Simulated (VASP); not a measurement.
**As: relaxation of cell and atoms with PBE**

The system is As.

```xyz
2
Lattice="1.9059 1.1003 3.3179 -1.9059 1.1003 3.3179 0.0000 -2.2007 3.3179" Properties=species:S:1:pos:R:3 pbc="T T T"
As    0.0000    0.0000    2.3256
As    0.0000    0.0000    7.6281
```

* Program: VASP 6.6.1
* Task: relaxation of cell and atoms
* Functional: PBE
* Potentials or basis: VASP PAW PBE potentials, release 64 (As)
* Cutoff: 600 eV
* k mesh: 6 × 6 × 6
* Occupations: gaussian, width 0.1 eV
* Spin: no spin polarisation
* Dipole correction: no
* Further INCAR settings: ALGO = Normal; EDIFF = 1e-07; IBRION = 2; EDIFFG = -0.04; NSW = 90; ISIF = 3

```json
{
  "Relaxed volume": "22.49 Å³/atom",
  "Relaxed cell": "a = 4.185 Å, b = 4.185 Å, c = 4.185 Å, α = 54.32°, β = 54.32°, γ = 54.32°",
  "Space group after relaxing (to 0.1 Å)": "R-3m (No. 166)",
  "Energy gained by relaxing": "30.1 meV/atom",
  "Ionic steps": "7",
  "Pressure after relaxing": "0.1 GPa",
  "Largest force after relaxing": "0.025 eV/Å",
  "Band gap on the k mesh": "zero (bands 5 and 6 overlap by 0.22 eV)"
}
```

Forces on the atoms (eV/Å):
```
As   0.000  0.000 -0.025
As   0.000  0.000  0.025
```

Stress tensor (GPa, compression positive):
```
 0.14  0.00  0.00
 0.00  0.14  0.00
 0.00  0.00 -0.10
```

The path:
| step | energy change (eV) | largest force (eV/Å) | pressure (GPa) | volume (Å³) |
| --- | --- | --- | --- | --- |
| 1 | 0.0000 | 0.5252 | 2.11 | 41.75 |
| 2 | -0.0344 | 0.3689 | -0.06 | 43.43 |
| 3 | -0.0410 | 0.2584 | -1.22 | 44.53 |
| 4 | -0.0534 | 0.1517 | 0.69 | 44.16 |
| 5 | -0.0535 | 0.1119 | 0.50 | 44.19 |
| 6 | -0.0587 | 0.0504 | 0.28 | 44.57 |
| 7 | -0.0601 | 0.0250 | 0.06 | 44.97 |

Final structure:
```cif
data_structure
_symmetry_space_group_name_H-M 'P 1'
_symmetry_Int_Tables_number 1
_cell_length_a 4.1854
_cell_length_b 4.1854
_cell_length_c 4.1854
_cell_angle_alpha 54.321
_cell_angle_beta 54.321
_cell_angle_gamma 54.321
_cell_volume 44.97
loop_
_atom_site_label
_atom_site_type_symbol
_atom_site_fract_x
_atom_site_fract_y
_atom_site_fract_z
_atom_site_occupancy
As1 As 0.22673 0.22673 0.22673 1
As2 As 0.77327 0.77327 0.77327 1
```

Levels at points of the mesh, in eV from the Fermi level:
| k point | band 2 | band 3 | band 4 | band 5 | band 6 | band 7 | band 8 | band 9 |
| --- | --- | --- | --- | --- | --- | --- | --- | --- |
| (0.00, 0.00, 0.00) | -5.94 | -2.28 | -1.85 | -1.85 | 1.75 | 2.93 | 2.93 | 6.93 |
| (0.50, 0.00, 0.00) | -10.81 | -2.59 | -2.57 | -0.32 | -0.22 | 0.50 | 1.45 | 9.01 |
| (0.50, 0.50, 0.00) | -9.51 | -5.67 | -3.92 | -3.84 | 1.70 | 5.29 | 6.71 | 7.01 |
| (0.50, 0.50, 0.50) | -9.74 | -1.58 | -1.58 | -0.62 | 0.86 | 0.86 | 1.74 | 8.07 |

It took 64 s on 1 thread of Intel Xeon 8259CL, with other jobs on the host, peak memory 0.19 GiB.
